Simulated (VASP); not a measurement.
# Mg3TiAs3: single point with PBE

The system is Mg3TiAs3.

```xyz
7
Lattice="5.5110 0.0000 0.0000 0.0000 5.5110 0.0000 0.0000 0.0000 5.5110" Properties=species:S:1:pos:R:3 pbc="T T T"
Mg    2.7555    2.7555    0.0000
Mg    0.0000    2.7555    2.7555
Mg    2.7555    0.0000    2.7555
Ti    2.7555    2.7555    2.7555
As    2.7555    0.0000    0.0000
As    0.0000    2.7555    0.0000
As    0.0000    0.0000    2.7555
```

```json
{
 "Program": "VASP 6.6.1",
 "Task": "single point",
 "Functional": "PBE",
 "Potentials or basis": "VASP PAW PBE potentials, release 64 (Mg, Ti_sv, As)",
 "Cutoff": "520 eV",
 "k mesh": "4 × 4 × 4",
 "Occupations": "gaussian, width 0.1 eV",
 "Spin": "collinear spin, ferromagnetic start",
 "Starting moments": "[0.0, 0.0, 0.0, 1.0, 0.0, 0.0, 0.0] μB",
 "Dipole correction": "no",
 "Further INCAR settings": "ALGO = Normal; EDIFF = 1e-07; NBANDS = 30"
}
```

- Pressure: 0.0 GPa
- Net moment: 0.00 μB per cell
- Valence electrons inside the program's atomic spheres: Mg 0.38; Ti 10.25; As 2.65

Levels at points of the mesh, in eV from the Fermi level:
Spin up:
```tsv
k point	band 12	band 13	band 14	band 15	band 16	band 17	band 18	band 19	band 20	band 21
(0.00, 0.00, 0.00)	-1.61	-1.61	-1.61	-0.93	-0.93	0.15	0.15	0.15	0.34	0.34
(0.50, 0.00, 0.00)	-2.57	-2.57	-0.96	-0.24	-0.06	-0.06	-0.05	0.20	0.61	0.95
(0.50, 0.50, 0.00)	-2.54	-2.15	-1.03	-0.82	-0.77	0.47	0.62	0.72	0.77	0.80
(0.50, 0.50, 0.50)	-2.52	-0.19	-0.19	-0.19	-0.12	-0.11	0.33	0.33	0.33	0.89
```
Spin down:
```tsv
k point	band 12	band 13	band 14	band 15	band 16	band 17	band 18	band 19	band 20	band 21
(0.00, 0.00, 0.00)	-1.61	-1.61	-1.61	-0.93	-0.93	0.15	0.15	0.15	0.34	0.34
(0.50, 0.00, 0.00)	-2.57	-2.57	-0.96	-0.24	-0.06	-0.06	-0.05	0.20	0.61	0.95
(0.50, 0.50, 0.00)	-2.54	-2.15	-1.03	-0.82	-0.77	0.47	0.62	0.72	0.77	0.80
(0.50, 0.50, 0.50)	-2.52	-0.19	-0.19	-0.19	-0.11	-0.11	0.33	0.33	0.33	0.89
```

Run time: 2.2 min on 1 thread of Intel(R) Xeon(R) Platinum 8488C (Sapphire Rapids), with other jobs on the host, peak memory 0.34 GiB.
